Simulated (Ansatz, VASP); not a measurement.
# Two plane-wave programs on Mg2Ge3N

INCAR

```
SYSTEM = Mg2Ge3N
ALGO     = Normal         ! electronic algorithm
EDIFF    = 1E-6           ! SCF threshold, eV
EDIFFG   = -0.01          ! ionic threshold
ENCUT    = 600            ! plane-wave cutoff, eV
GGA      = PE             ! functional
IBRION   = 2              ! ionic algorithm
ISIF     = 3              ! what is computed and relaxed
ISMEAR   = 0              ! smearing method
LASPH    = .True.         ! aspherical terms in the spheres
LCHARG   = .False.        ! write CHGCAR
LREAL    = .False.        ! projectors in reciprocal space
LWAVE    = .False.        ! write WAVECAR
NELM     = 80             ! most SCF steps
NSW      = 100            ! ionic steps
PREC     = Accurate       ! precision mode
SIGMA    = 0.1            ! smearing width, eV
```

Contents of KPOINTS:

```
k-points
0
Gamma
  12 12 4
  0 0 0
```

POSCAR

```
Mg2Ge3N
1.0
    3.3070351107      0.0000000000      0.0000000000
    0.0000000000      3.3070351107      0.0000000000
    0.0000000000      0.0000000000      9.2497288383
Mg Ge N
2 3 1
Direct
    0.0000000000      0.5000000000      0.7777828807
    0.5000000000      0.0000000000      0.2222171193
    0.5000000000      0.5000000000      0.0000000000
    0.0000000000      0.5000000000      0.4205271429
    0.5000000000      0.0000000000      0.5794728571
    0.0000000000      0.0000000000      0.0000000000
```

Input for Ansatz:

```yaml
crystal:
  lattice:
    - [3.3070351107, 0.0, 0.0]
    - [0.0, 3.3070351107, 0.0]
    - [0.0, 0.0, 9.2497288383]
  atoms:
    - { symbol: Mg, position: [0.0, 0.5, 0.7777828807] }
    - { symbol: Mg, position: [0.5, 0.0, 0.2222171193] }
    - { symbol: Ge, position: [0.5, 0.5, 0.0] }
    - { symbol: Ge, position: [0.0, 0.5, 0.4205271429] }
    - { symbol: Ge, position: [0.5, 0.0, 0.5794728571] }
    - { symbol: "N", position: [0.0, 0.0, 0.0] }
basis:
  ecutwfc: 420
kpoints:
  mp_grid: { grid: [12, 12, 4] }
hamiltonian:
  xc: pbe
scf:
  occupations: { method: gaussian, width: 0.1 }
output:
  forces: true
  stress: true
  eigenvalues: true
  write_density: true
  write_potential: true
  elf: true
  volumetric_format: npy
relax:
  adjacent_minimum: "off"
  f_tol: 0.01
  max_steps: 80
  cell: { stress_tol: 0.05 }
```

Change from the starting cell: species swapped into the Zr2CuSb3 type (P-4m2, No. 115).

Alike in both runs: task relaxation of cell and atoms; functional PBE; k mesh 12 × 12 × 4; occupations gaussian, width 0.1 eV; no spin polarisation.

```csv
,VASP,Ansatz
version,VASP 6.6.1,Ansatz 0.2.0
potentials or method,"VASP PAW PBE potentials, release 64 (Mg, Ge_d, N), cutoff 600 eV","scalar-relativistic, plane waves, PAW"
valence electrons in the cell,51,67
```

|  | VASP | Ansatz | Ansatz less VASP |
| --- | --- | --- | --- |
| gap on the k mesh at the Fermi level, each at its own relaxed structure (eV) | none | none | - |
| relaxed volume (Å³/atom) | 16.83 | 16.85 | +0.024 |
| relaxed cell length with the largest relative difference (Å) | 9.074 | 9.090 | +0.0156 |

A gap of «none» marks a metal or a gap that the smearing closes. VASP's potentials hold 51 valence electrons a cell and Ansatz's 67, so a difference there can come from the potentials and not from the codes.
